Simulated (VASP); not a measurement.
# C in VASP: single point with PBE+D3(BJ)

Aim: the single point of C with PBE+D3(BJ).

All numbers are computed with VASP 6.6.1; they aren't measurements. Logs are shortened: lines on timing, memory, paths and dates and some standing lists are left out, and cuts for length are marked.

## Step 1: The cell of the first run

The cell holds a slab with vacuum, 4 atoms: a = 2.466 Å, b = 2.466 Å, c = 17.500 Å, α = 90.00°, β = 90.00°, γ = 120.00°.

## Step 2: Single point, PBE+D3(BJ)

INCAR reads:

```
PREC = Accurate ; ENCUT = 520
EDIFF = 1E-6 ; ISMEAR = 0
SIGMA = 0.1 ; LREAL = F
LASPH = T ; NELM = 100
ALGO = Normal ; ISIF = 2
LWAVE = F ; LCHARG = T
LDIPOL = T ; IDIPOL = 3
DIPOL = 0.5 0.5 0.359 ; GGA = PE
IVDW = 12 ; LELF = T
LVHAR = T ; LVACPOTAV = T
NBANDS = 16
```

KPOINTS reads:

```
Automatic mesh
0
Gamma
  15 15 1
```

POSCAR reads:

```
C
1.0
    2.4657189597      0.0000000000      0.0000000000
   -1.2328594799      2.1353752577      0.0000000000
    0.0000000000      0.0000000000     17.5000000000
C
4
Direct
    0.3333333333      0.6666666667      0.2571428571
    0.6666666667      0.3333333333      0.2571428571
    0.3333333333      1.1666666667      0.4605714286
    0.6666666667      0.8333333333      0.4605714286
```

Potentials or basis: VASP PAW PBE potentials, release 64 (C).

On the command line:

```
cat potpaw_PBE.64/C/POTCAR > POTCAR
mpirun -np 1 vasp_std > vasp.out
```

OUTCAR:

```text
PREC = Accurate
   ENCUT = 520
   EDIFF = 1E-6
   ISMEAR = 0
   LREAL = F
   LASPH = T
   NELM = 100
   ISIF = 2
   GGA = PE
   IVDW = 12
 IVDW          = 12

 ion  position               nearest neighbor table
   1  0.333  0.667  0.257-   2 1.42   2 1.42   2 1.42
   2  0.667  0.333  0.257-   1 1.42   1 1.42   1 1.42
   3  0.333  0.167  0.461-   4 1.42   4 1.42   4 1.42
   4  0.667  0.833  0.461-   3 1.42   3 1.42   3 1.42

  LATTYP: Found a hexagonal cell.
 ALAT       =     2.4657189597
 C/A-ratio  =     7.0973214247

  Lattice vectors:

 A1 = (   2.4657189597,   0.0000000000,   0.0000000000)
 A2 = (  -1.2328594799,   2.1353752577,   0.0000000000)
 A3 = (   0.0000000000,   0.0000000000,  17.5000000000)

Analysis of symmetry for initial positions (statically):
=====================================================================
 Subroutine PRICEL returns:
 Original cell was already a primitive cell.

 Routine SETGRP: Setting up the symmetry group for a
 hexagonal supercell.

 Subroutine GETGRP returns: Found  8 space group operations
 (whereof  4 operations were pure point group operations)
 out of a pool of 24 trial point group operations.

The static configuration has the point symmetry C_2v.
 The point group associated with its full space group is D_2h.

Analysis of symmetry for dynamics (positions and initial velocities):
=====================================================================
 Subroutine PRICEL returns:
 Original cell was already a primitive cell.

 Routine SETGRP: Setting up the symmetry group for a
 hexagonal supercell.

 Subroutine GETGRP returns: Found  8 space group operations
 (whereof  4 operations were pure point group operations)
 out of a pool of 24 trial point group operations.

The dynamic configuration has the point symmetry C_2v.
 The point group associated with its full space group is D_2h.

 Subroutine INISYM returns: Found  8 space group operations
 (whereof  4 operations are pure point group operations),
 and found     1 'primitive' translations

----------------------------------------------------------------------------------------

                                     Primitive cell

  volume of cell :      92.1416

  direct lattice vectors                    reciprocal lattice vectors
     2.465718960  0.000000000  0.000000000     0.405561224  0.234150882  0.000000000
    -1.232859480  2.135375258  0.000000000     0.000000000  0.468301764  0.000000000
     0.000000000  0.000000000 17.500000000     0.000000000  0.000000000  0.057142857

  length of vectors
     2.465718960  2.465718960 17.500000000     0.468301764  0.468301764  0.057142857

  position of ions in fractional coordinates (direct lattice)
     0.333333333  0.666666667  0.257142857
     0.666666667  0.333333333  0.257142857
     0.333333333  0.166666667  0.460571429
     0.666666667  0.833333333  0.460571429

  ion indices of the primitive-cell ions
   primitive index   ion index
                 1           1
                 2           2
                 3           3
                 4           4

----------------------------------------------------------------------------------------

 KPOINTS: Automatic mesh

Automatic generation of k-mesh.
 Grid dimensions read from file:
 generate k-points for:   15   15    1

 Generating k-lattice:

  Cartesian coordinates                     Fractional coordinates (reciprocal lattice)
     0.027037415  0.015610059  0.000000000     0.066666667  0.000000000  0.000000000
     0.000000000  0.031220118  0.000000000     0.000000000  0.066666667  0.000000000
     0.000000000  0.000000000  0.057142857     0.000000000  0.000000000  1.000000000

  Length of vectors
     0.031220118  0.031220118  0.057142857

  Shift w.r.t. Gamma in fractional coordinates (k-lattice)
     0.000000000  0.000000000  0.000000000

 Subroutine IBZKPT returns following result:
 ===========================================

 Found     64 irreducible k-points:

 Following reciprocal coordinates:
            Coordinates               Weight
  0.000000  0.000000  0.000000      1.000000
  0.066667 -0.000000  0.000000      2.000000
  0.000000  0.066667  0.000000      4.000000
  0.133333 -0.000000  0.000000      2.000000
  0.000000  0.133333  0.000000      4.000000
  0.200000  0.000000  0.000000      2.000000
[... 16 lines left out ...]
 -0.266667  0.200000  0.000000      4.000000
  0.266667  0.066667  0.000000      4.000000
 [... further k-points ...]
   k-points           NKPTS =     64   k-points in BZ     NKDIM =     64   number of bands    NBANDS=     16
   number of dos      NEDOS =    301   number of ions     NIONS =      4
   total plane-waves  NPLWV =  45360
   dimension x,y,z NGX =    18 NGY =   18 NGZ =  140
   dimension x,y,z NGXF=    36 NGYF=   36 NGZF=  280
   ions per type =               4
   NGX,Y,Z   is equivalent  to a cutoff of  12.14, 12.14, 13.30 a.u.
   NGXF,Y,Z  is equivalent  to a cutoff of  24.27, 24.27, 26.60 a.u.
 SYSTEM =  unknown system
   PREC   = accura    normal or accurate (medium, high low for compatibility)
   ISTART =      0    job   : 0-new  1-cont  2-samecut
   ICHARG =      2    charge: 1-file 2-atom 10-const
   ISPIN  =      1    spin polarized calculation?
   LNONCOLLINEAR =      F non collinear calculations
   LSORBIT =      F    spin-orbit coupling
   LASPH  =      T    aspherical Exc in radial PAW
   ENCUT  =  520.0 eV  38.22 Ry    6.18 a.u.   4.58  4.58 32.54*2*pi/ulx,y,z
   NELM   =    100;   NELMIN=  2; NELMDL= -5     # of ELM steps
   EDIFF  = 0.1E-05   stopping-criterion for ELM
   LREAL  =      F    real-space projection
   EDIFFG = 0.1E-04   stopping-criterion for IOM
   NSW    =      0    number of steps for IOM
   IBRION =     -1    ionic relax: 0-MD 1-quasi-New 2-CG
   NFREE  =      0    steps in history (QN), initial steepest desc. (CG)
   ISIF   =      2    stress and relaxation
   ISYM   =      2    0-nonsym 1-usesym 2-fastsym
   POTIM  = 0.5000    time-step for ionic-motion
   TEBEG  =    0.0;   TEEND  =   0.0 temperature during run
   PSTRESS=    0.0 pullay stress
   NELECT =      16.0000    total number of electrons
   NUPDOWN=      -1.0000    fix difference up-down
   EMIN   =  10.00;   EMAX   =-10.00  energy-range for DOS
   EFERMI =   0.00;   METHOD = LEGACY
   ISMEAR =     0;   SIGMA  =   0.10  broadening in eV -4-tet -1-fermi 0-gaus
   EFERMI_NEDOS =   21; number of points for ismear=-14 and -15
   IALGO  =     38    algorithm
   IMIX   =      4    mixing-type and parameters
     AMIX     =   0.40;   BMIX     =  1.00
     AMIX_MAG =   1.60;   BMIX_MAG =  1.00
  volume/ion in A,a.u.               =      23.04       155.45
  Fermi-wavevector in a.u.,A,eV,Ry     =   0.913334  1.725951 11.349690  0.834179
  Thomas-Fermi vector in A             =   2.037833
   LORBIT       =      0    0 simple, 1 ext, 2 COOP (PROOUT), +10 PAW based schemes
   GGA     = PE    functional components
   LHFCALC =     F    Hartree Fock is set to
   AEXX    =    0.0000 exact exchange contribution
   IVDW    =    12    specifies the selected vdW correction
   LEPSILON=     F    determine dielectric tensor
   LRPA    =     F    only Hartree local field effects (RPA)
 non-spin polarized calculation
 Gauss-broadening in eV      SIGMA  =   0.10
  energy-cutoff  :      520.00
  volume of cell :       92.14
 maximum number of plane-waves:      2521
   NGX =  9   NGY =  9   NGZ = 65

 dipolmoment           0.000000      0.000000      0.000150 electrons x Angstroem

 number of electron      15.9999998 magnetization

 dipolmoment           0.000000      0.000000     -0.000001 electrons x Angstroem

 Free energy of the ion-electron system (eV)
  ---------------------------------------------------
  ext. energy  EPLUGINS =         0.00000000
  ---------------------------------------------------
  free energy    TOTEN  =       -36.88782289 eV

  energy without entropy =      -36.88727646  energy(sigma->0) =      -36.88754967

 E-fermi :  -0.8287     XC(G=0):  -4.4696

 val. band max:       -0.9071745123   @ k =   0.3333   0.3333   0.0000
 cond. band min:      -0.7502615684   @ k =   0.3333   0.3333   0.0000
 fundamental gap:      0.1569129439
 Fermi energy:        -0.8286568628

 k-point     1 :       0.0000    0.0000    0.0000
  band No.  band energies     occupation
      1     -20.3900      2.00000
      2     -20.2965      2.00000
      3      -8.7919      2.00000
      4      -8.0761      2.00000
      5      -3.8665      2.00000
      6      -3.8636      2.00000
[... 8 lines left out ...]
     15       7.4857      0.00000
     16       7.4961      0.00000

 k-point     2 :       0.0667   -0.0000    0.0000
  band No.  band energies     occupation
      1     -20.2846      2.00000
      2     -20.1917      2.00000
      3      -8.6651      2.00000
      4      -7.9523      2.00000
      5      -4.2894      2.00000
      6      -4.2834      2.00000
[... 8 lines left out ...]
     15       7.5466      0.00000
     16       7.9269      0.00000

 k-point     3 :       0.0000    0.0667    0.0000
  band No.  band energies     occupation
      1     -20.2846      2.00000
      2     -20.1917      2.00000
      3      -8.6650      2.00000
      4      -7.9524      2.00000
      5      -4.2907      2.00000
      6      -4.2817      2.00000
[... 8 lines left out ...]
     15       7.5560      0.00000
     16       7.9419      0.00000
[... 362 lines left out ...]
 k-point    23 :      -0.2667    0.2000    0.0000
  band No.  band energies     occupation
      1     -19.0300      2.00000
      2     -18.9447      2.00000
      3      -7.8504      2.00000
      4      -7.8266      2.00000
      5      -7.1698      2.00000
      6      -6.4998      2.00000
[... 8 lines left out ...]
     15       7.5555      0.00000
     16       7.7767      0.00000

 k-point    24 :       0.2667    0.0667    0.0000
  band No.  band energies     occupation
      1     -18.2055      2.00000
      2     -18.1247      2.00000
      3      -9.5714      2.00000
      4      -9.5383      2.00000
      5      -6.6743      2.00000
      6      -6.6581      2.00000
[... 8 lines left out ...]
     15       7.5354      0.00000
     16       8.3624      0.00000

 [... further k-points ...]

------------------------ aborting loop because EDIFF is reached ----------------------------------------

 Edisp (eV)   -0.46039

 E8    (eV) :    -0.1368

  FORCE on cell =-STRESS in cart. coord.  units (eV):
  Direction    XX          YY          ZZ          XY          YZ          ZX
  --------------------------------------------------------------------------------------
  -------------------------------------------------------------------------------------
  Total       0.11767     0.13501    -0.14053    -0.01502     0.00000     0.00000
  in kB       2.04600     2.34755    -2.44358    -0.26115     0.00000     0.00000
  external pressure =        0.65 kB  Pullay stress =        0.00 kB

 VOLUME and BASIS-vectors are now :
 -----------------------------------------------------------------------------
  energy-cutoff  :      520.00
  volume of cell :       92.14
      direct lattice vectors                 reciprocal lattice vectors
     2.465718960  0.000000000  0.000000000     0.405561224  0.234150882  0.000000000
    -1.232859480  2.135375258  0.000000000     0.000000000  0.468301764  0.000000000
     0.000000000  0.000000000 17.500000000     0.000000000  0.000000000  0.057142857

 POSITION                                       TOTAL-FORCE (eV/Angst)
 -----------------------------------------------------------------------------------
     -0.00000      1.42358      4.50000         0.001289      0.000744      0.016179
      1.23286      0.71179      4.50000        -0.001289     -0.000744      0.016179
      0.61643      0.35590      8.06000         0.001289      0.000744     -0.016179
      0.61643      1.77948      8.06000        -0.001289     -0.000744     -0.016179
 -----------------------------------------------------------------------------------
    total drift:                               -0.000000     -0.000000     -0.000035

  FREE ENERGIE OF THE ION-ELECTRON SYSTEM (eV)
  ---------------------------------------------------
  free  energy   TOTEN  =       -37.3482145569 eV

  energy  without entropy=      -37.3476681276  energy(sigma->0) =      -37.34794134

 vacuum level on the upper side and lower side of the slab         3.436         3.436
```

It took 60 s on 1 thread of Intel Xeon 6975P-C (Granite Rapids), shared host; peak memory 0.23 GiB.

Results:

```
Free energy                : -37.3482 eV
Largest force              : 0.016 eV/Å
Band gap on the k mesh     : 0.16 eV, direct
Dispersion energy per atom : -0.115 eV
```

Forces in eV/Å, atoms in the order of the input:
```
C    0.001  0.001  0.016
C   -0.001 -0.001  0.016
C    0.001  0.001 -0.016
C   -0.001 -0.001 -0.016
```
